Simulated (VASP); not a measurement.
# Te (P6_3/mmc) in VASP: a series of runs, part 2 of 2

VASP 6.6.1. Earlier steps stand in the parts before.

### 4 Single point, PBE

This run uses another cell than the first one: it holds 4 atoms, not 2.

File INCAR:

```
SYSTEM = Te
  ALGO = Normal
  EDIFF = 1E-7
  ENCUT = 520
  GGA = PE
  ISIF = 2
  ISMEAR = 0
  LASPH = .TRUE.
  LCHARG = .FALSE.
  LREAL = .FALSE.
  LWAVE = .FALSE.
  NBANDS = 20
  NELM = 60
  PREC = Accurate
  SIGMA = 0.1
```

File KPOINTS:

```
k-points
0
G
  6 6 2
  0 0 0
```

File POSCAR:

```
Te
1.0
    3.9360508035      0.0000000000      0.0000000000
   -1.9680254018      3.4087199864      0.0000000000
    0.0000000000      0.0000000000     10.7201383673
Te
4
Direct
    0.0000000000      0.0000000000      0.2500000000
    0.0000000000      0.0000000000      0.7500000000
    0.3333333333      0.6666666667      0.7500000000
    0.6666666667      0.3333333333      0.2500000000
```

Potentials or basis: VASP PAW PBE potentials, release 64 (Te).

On the command line:

```console
$ cat potpaw_PBE.64/Te/POTCAR > POTCAR
$ mpirun -np 1 vasp_std > vasp.out
```

OUTCAR:

```text
SYSTEM = Te
   EDIFF = 1E-7
   ENCUT = 520
   GGA = PE
   ISIF = 2
   ISMEAR = 0
   LASPH = .TRUE.
   LREAL = .FALSE.
   NELM = 60
   PREC = Accurate

 ion  position               nearest neighbor table
   1  0.000  0.000  0.250-   4 2.27   4 2.27   4 2.27
   2  0.000  0.000  0.750-   3 2.27   3 2.27   3 2.27
   3  0.333  0.667  0.750-   2 2.27   2 2.27   2 2.27
   4  0.667  0.333  0.250-   1 2.27   1 2.27   1 2.27

  LATTYP: Found a hexagonal cell.
 ALAT       =     3.9360508035
 C/A-ratio  =     2.7235772358

  Lattice vectors:

 A1 = (   3.9360508035,   0.0000000000,   0.0000000000)
 A2 = (  -1.9680254018,   3.4087199864,   0.0000000000)
 A3 = (   0.0000000000,   0.0000000000,  10.7201383673)

Analysis of symmetry for initial positions (statically):
=====================================================================
 Subroutine PRICEL returns:
 Original cell was already a primitive cell.

 Routine SETGRP: Setting up the symmetry group for a
 hexagonal supercell.

 Subroutine GETGRP returns: Found 24 space group operations
 (whereof 12 operations were pure point group operations)
 out of a pool of 24 trial point group operations.

The static configuration has the point symmetry D_3d.
 The point group associated with its full space group is D_6h.

Analysis of symmetry for dynamics (positions and initial velocities):
=====================================================================
 Subroutine PRICEL returns:
 Original cell was already a primitive cell.

 Routine SETGRP: Setting up the symmetry group for a
 hexagonal supercell.

 Subroutine GETGRP returns: Found 24 space group operations
 (whereof 12 operations were pure point group operations)
 out of a pool of 24 trial point group operations.
[... 109 lines left out ...]
   EFERMI =   0.00;   METHOD = LEGACY
   ISMEAR =     0;   SIGMA  =   0.10  broadening in eV -4-tet -1-fermi 0-gaus
   EFERMI_NEDOS =   21; number of points for ismear=-14 and -15
   IALGO  =     38    algorithm
   IMIX   =      4    mixing-type and parameters
     AMIX     =   0.40;   BMIX     =  1.00
     AMIX_MAG =   1.60;   BMIX_MAG =  1.00
  volume/ion in A,a.u.               =      35.96       242.65
  Fermi-wavevector in a.u.,A,eV,Ry     =   0.901283  1.703178 11.052159  0.812311
  Thomas-Fermi vector in A             =   2.024345
   LORBIT       =      0    0 simple, 1 ext, 2 COOP (PROOUT), +10 PAW based schemes
   GGA     = PE    functional components
   LHFCALC =     F    Hartree Fock is set to
   AEXX    =    0.0000 exact exchange contribution
   IVDW    =     0    specifies the selected vdW correction
   LEPSILON=     F    determine dielectric tensor
   LRPA    =     F    only Hartree local field effects (RPA)
 non-spin polarized calculation
 Gauss-broadening in eV      SIGMA  =   0.10
  energy-cutoff  :      520.00
  volume of cell :      143.83
 maximum number of plane-waves:      3897
 NGX is ok and might be reduce to    30

 number of electron      24.0000002 magnetization

 Free energy of the ion-electron system (eV)
  ---------------------------------------------------
  ext. energy  EPLUGINS =         0.00000000
  ---------------------------------------------------
  free energy    TOTEN  =         6.94479965 eV

  energy without entropy =        6.97958685  energy(sigma->0) =        6.96219325

 E-fermi :   6.4155     XC(G=0):  -7.8487

 val. band max:        6.3792486288   @ k =   0.1667   0.1667   0.5000
 cond. band min:       6.4170906248   @ k =   0.1667   0.0000   0.0000
 fundamental gap:      0.0378419960
 Fermi energy:         6.4154912874

 k-point     1 :       0.0000    0.0000    0.0000
  band No.  band energies     occupation
      1     -12.0448      2.00000
      2     -12.0341      2.00000
      3      -0.8852      2.00000
      4      -0.5843      2.00000
      5      -0.1393      2.00000
      6      -0.1393      2.00000
[... 311 lines left out ...]
     19      11.8633      0.00000
     20      11.8633      0.00000

------------------------ aborting loop because EDIFF is reached ----------------------------------------

  FORCE on cell =-STRESS in cart. coord.  units (eV):
  Direction    XX          YY          ZZ          XY          YZ          ZX
  --------------------------------------------------------------------------------------
  -------------------------------------------------------------------------------------
  Total       91.3393149     91.3393149     -0.1502246     -0.0000000      0.0000000      0.0000000
  in kB     1017.4566599   1017.4566599     -1.6733982     -0.0000000      0.0000000      0.0000000
  external PRESSURE =     677.7466405 kB  Pullay stress =       0.0000000 kB

 VOLUME and BASIS-vectors are now :
 -----------------------------------------------------------------------------
  energy-cutoff  :      520.00
  volume of cell :      143.83
      direct lattice vectors                 reciprocal lattice vectors
     3.936050804  0.000000000  0.000000000     0.254061761  0.146682626  0.000000000
    -1.968025402  3.408719986  0.000000000     0.000000000  0.293365253  0.000000000
     0.000000000  0.000000000 10.720138367     0.000000000  0.000000000  0.093282378

 POSITION                                       TOTAL-FORCE (eV/Angst)
 -----------------------------------------------------------------------------------
      0.00000      0.00000      2.68003         0.000000     -0.000000      0.000000
      0.00000      0.00000      8.04010        -0.000000      0.000000      0.000000
     -0.00000      2.27248      8.04010         0.000000      0.000000     -0.000000
      1.96803      1.13624      2.68003        -0.000000      0.000000      0.000000
 -----------------------------------------------------------------------------------
    total drift:                                0.000000     -0.000000      0.000000

  FREE ENERGIE OF THE ION-ELECTRON SYSTEM (eV)
  ---------------------------------------------------
  free  energy   TOTEN  =         6.9447996550 eV

  energy  without entropy=        6.9795868461  energy(sigma->0) =        6.96219325
```

OSZICAR:

```text
N       E                     dE             d eps       ncg     rms          rms(c)
DAV:   1     0.155804549456E+03    0.15580E+03   -0.90846E+03   560   0.964E+02
DAV:   2     0.168969628868E+02   -0.13891E+03   -0.13411E+03   764   0.168E+02
DAV:   3     0.680489515166E+01   -0.10092E+02   -0.99943E+01   700   0.490E+01
DAV:   4     0.652563435260E+01   -0.27926E+00   -0.27899E+00   796   0.927E+00
DAV:   5     0.652132342680E+01   -0.43109E-02   -0.43107E-02   820   0.108E+00    0.536E+01
DAV:   6     0.683149424231E+01    0.31017E+00   -0.19307E-01   644   0.184E+00    0.316E+01
DAV:   7     0.694409879146E+01    0.11260E+00   -0.29271E-01   664   0.227E+00    0.146E+00
DAV:   8     0.694500692393E+01    0.90813E-03   -0.20469E-02   632   0.693E-01    0.334E-01
DAV:   9     0.694480838752E+01   -0.19854E-03   -0.45048E-04   712   0.123E-01    0.804E-02
DAV:  10     0.694482870111E+01    0.20314E-04   -0.42225E-04   624   0.905E-02    0.107E-01
DAV:  11     0.694480262257E+01   -0.26079E-04   -0.48831E-05   628   0.464E-02    0.171E-02
DAV:  12     0.694480078889E+01   -0.18337E-05   -0.10354E-06   788   0.618E-03    0.183E-03
DAV:  13     0.694479989617E+01   -0.89272E-06   -0.13010E-06   616   0.796E-03    0.337E-03
DAV:  14     0.694479968754E+01   -0.20863E-06   -0.21137E-08   528   0.890E-04    0.114E-03
DAV:  15     0.694479965499E+01   -0.32558E-07   -0.35094E-09   380   0.472E-04
   1 F= 0.69447997E+01 E0= 0.69621933E+01  d E =-.347872E-01
```

stdout:

```text
POSCAR found type information on POSCAR Te
 POSCAR found :  1 types and       4 ions
 scaLAPACK will be used
 LDA part: xc-table for (Slater+PW92), standard interpolation
 POSCAR, INCAR and KPOINTS ok, starting setup
 FFT: planning ... GRIDC
 FFT: planning ... GRID_SOFT
 FFT: planning ... GRID
 WAVECAR not read
 entering main loop
```

Run time: 31 s. Hardware: 1 thread of Intel Xeon 6975P-C (Granite Rapids), shared host; peak memory 0.23 GiB.

What came out:

- Free energy: 6.9448 eV
- Pressure: 67.8 GPa
- Band gap on the k mesh: zero (band 12 reaches 8.10 eV, above the bottom of band 13 at 5.91 eV)

Caveat: spin-orbit coupling is left out, which moves the levels of the heavy elements; this functional lacks dispersion, which binds the layers, so the pressure and a relaxed spacing across them are unreliable.

### 5 Single point, PBE

This run uses another cell than the first one: it holds 4 atoms, not 2.

File INCAR:

```
ALGO = Normal ; EDIFF = 1E-7
ENCUT = 520 ; GGA = PE
ISIF = 2 ; ISMEAR = 0
LASPH = T ; LCHARG = T
LELF = T ; LREAL = F
LVHAR = T ; LWAVE = F
NBANDS = 20 ; NELM = 100
PREC = Accurate ; SIGMA = 0.1
```

File KPOINTS:

```
k-points
0
Gamma
  6 6 2
```

File POSCAR:

```
Te
1.0
    5.1825814686      0.0000000000      0.0000000000
   -2.5912907343      4.4882472090      0.0000000000
    0.0000000000      0.0000000000      6.3975202679
Te
4
Direct
    0.0000000000      0.0000000000      0.2500000000
    0.0000000000      0.0000000000      0.7500000000
    0.3333333333      0.6666666667      0.7500000000
    0.6666666667      0.3333333333      0.2500000000
```

Potentials or basis: VASP PAW PBE potentials, release 64 (Te).

On the command line:

```console
$ cat potpaw_PBE.64/Te/POTCAR > POTCAR
$ mpirun -np 1 vasp_std > vasp.out
```

OUTCAR:

```text
EDIFF = 1E-7
   ENCUT = 520
   GGA = PE
   ISIF = 2
   ISMEAR = 0
   LASPH = T
   LREAL = F
   NELM = 100
   PREC = Accurate

 ion  position               nearest neighbor table
   1  0.000  0.000  0.250-   4 2.99   4 2.99   4 2.99   2 3.20   2 3.20
   2  0.000  0.000  0.750-   3 2.99   3 2.99   3 2.99   1 3.20   1 3.20
   3  0.333  0.667  0.750-   2 2.99   2 2.99   2 2.99
   4  0.667  0.333  0.250-   1 2.99   1 2.99   1 2.99

  LATTYP: Found a hexagonal cell.
 ALAT       =     5.1825814686
 C/A-ratio  =     1.2344273422

  Lattice vectors:

 A1 = (   5.1825814686,   0.0000000000,   0.0000000000)
 A2 = (  -2.5912907343,   4.4882472090,   0.0000000000)
 A3 = (   0.0000000000,   0.0000000000,   6.3975202679)

Analysis of symmetry for initial positions (statically):
=====================================================================
 Subroutine PRICEL returns:
 Original cell was already a primitive cell.

 Routine SETGRP: Setting up the symmetry group for a
 hexagonal supercell.
[... 159 lines left out ...]
  free energy    TOTEN  =       -11.51558079 eV

  energy without entropy =      -11.50103750  energy(sigma->0) =      -11.50830915

 E-fermi :   5.0122     XC(G=0):  -8.6279

 val. band max:        5.0034465010   @ k =   0.0000   0.0000   0.5000
 cond. band min:       5.0267204456   @ k =   0.3333   0.1667   0.0000
 fundamental gap:      0.0232739446
 Fermi energy:         5.0121525936

 k-point     1 :       0.0000    0.0000    0.0000
  band No.  band energies     occupation
      1      -8.4436      2.00000
      2      -7.2057      2.00000
      3      -4.2821      2.00000
      4      -3.4175      2.00000
      5      -0.3051      2.00000
      6       0.6621      2.00000
[... 311 lines left out ...]
     19       9.8113      0.00000
     20       9.8113      0.00000

------------------------ aborting loop because EDIFF is reached ----------------------------------------

  FORCE on cell =-STRESS in cart. coord.  units (eV):
  Direction    XX          YY          ZZ          XY          YZ          ZX
  --------------------------------------------------------------------------------------
  -------------------------------------------------------------------------------------
  Total        0.2660691      0.2660691     -0.0519144      0.0000000      0.0000000     -0.0000000
  in kB        2.8646426      2.8646426     -0.5589379      0.0000000      0.0000000     -0.0000000
  external PRESSURE =       1.7234491 kB  Pullay stress =       0.0000000 kB

 VOLUME and BASIS-vectors are now :
 -----------------------------------------------------------------------------
  energy-cutoff  :      520.00
  volume of cell :      148.81
      direct lattice vectors                 reciprocal lattice vectors
     5.182581469  0.000000000  0.000000000     0.192954034  0.111402063  0.000000000
    -2.591290734  4.488247209  0.000000000     0.000000000  0.222804127  0.000000000
     0.000000000  0.000000000  6.397520268     0.000000000  0.000000000  0.156310564

 POSITION                                       TOTAL-FORCE (eV/Angst)
 -----------------------------------------------------------------------------------
      0.00000      0.00000      1.59938        -0.000000     -0.000000      0.000000
      0.00000      0.00000      4.79814         0.000000      0.000000      0.000000
     -0.00000      2.99216      4.79814        -0.000000      0.000000     -0.000000
      2.59129      1.49608      1.59938         0.000000     -0.000000      0.000000
 -----------------------------------------------------------------------------------
    total drift:                                0.000000     -0.000000      0.000000

  FREE ENERGIE OF THE ION-ELECTRON SYSTEM (eV)
  ---------------------------------------------------
  free  energy   TOTEN  =       -11.5155807883 eV

  energy  without entropy=      -11.5010375038  energy(sigma->0) =      -11.50830915
```

stdout:

```text
POSCAR found type information on POSCAR Te
 POSCAR found :  1 types and       4 ions
 scaLAPACK will be used
 LDA part: xc-table for (Slater+PW92), standard interpolation
 POSCAR, INCAR and KPOINTS ok, starting setup
 FFT: planning ... GRIDC
 FFT: planning ... GRID_SOFT
 FFT: planning ... GRID
 WAVECAR not read
 entering main loop
```

Wall time 27 s (1 thread of Intel Xeon 6975P-C (Granite Rapids), shared host); peak memory 0.25 GiB.

Results:

- Free energy: -11.5156 eV
- Pressure: 0.2 GPa
- Band gap on the k mesh: zero (band 12 reaches 6.00 eV, above the bottom of band 13 at 4.20 eV)

Levels at points of the mesh, in eV from the Fermi level:
```
           k point  band 8  band 9  band 10  band 11  band 12  band 13  band 14  band 15  band 16  band 17
(0.00, 0.00, 0.00)   -3.66   -3.66    -1.02    -0.54    -0.21    -0.21     0.32     0.32     2.71     4.45
(0.50, 0.00, 0.00)   -2.90   -2.79    -2.22    -0.98     0.99     1.05     1.82     2.29     2.48     3.86
(0.00, 0.00, 0.50)   -3.99   -2.91    -2.91    -0.17    -0.17    -0.17    -0.17    -0.01    -0.01     6.01
(0.50, 0.00, 0.50)   -3.30   -2.02    -2.02    -0.70    -0.70     0.97     0.97     2.13     2.13     5.40
```

Caveat: the k points lie up to 0.49 Å⁻¹ apart; spin-orbit coupling is left out, which moves the levels of the heavy elements.

### 6 Summary

| task | cell | k mesh | cutoff (eV) | gap on the mesh (eV) | pressure (GPa) |
| --- | --- | --- | --- | --- | --- |
| relaxation of cell and atoms | relaxed from a = 3.727, b = 3.727, c = 6.049 Å, angles 90.0, 90.0, 120.0°, 2 atoms | 6 × 6 × 4 | 600 | none | -0.1 |
| single point | a = 4.080, b = 4.080, c = 4.380 Å, angles 90.0, 90.0, 120.0°, 2 atoms | 12 × 12 × 10 | 520 | none | -0.1 |
| single point | a = 3.936, b = 3.936, c = 10.720 Å, angles 90.0, 90.0, 120.0°, 4 atoms | 6 × 6 × 2 | 520 | none | 67.8 |
| single point | a = 5.183, b = 5.183, c = 6.398 Å, angles 90.0, 90.0, 120.0°, 4 atoms | 6 × 6 × 2 | 520 | none | 0.2 |

Alike in all rows: level PBE; potentials or basis VASP PAW PBE potentials, release 64 (Te); no spin polarisation; smearing gaussian 0.1 eV.

Caveats: some runs use coarse meshes; spin-orbit coupling is left out, which moves the levels of the heavy elements; this functional lacks dispersion, which binds the layers, so the pressure and a relaxed spacing across them are unreliable (some runs).

Total energies depend on the potentials used, so only differences within one code and one set of settings carry meaning.
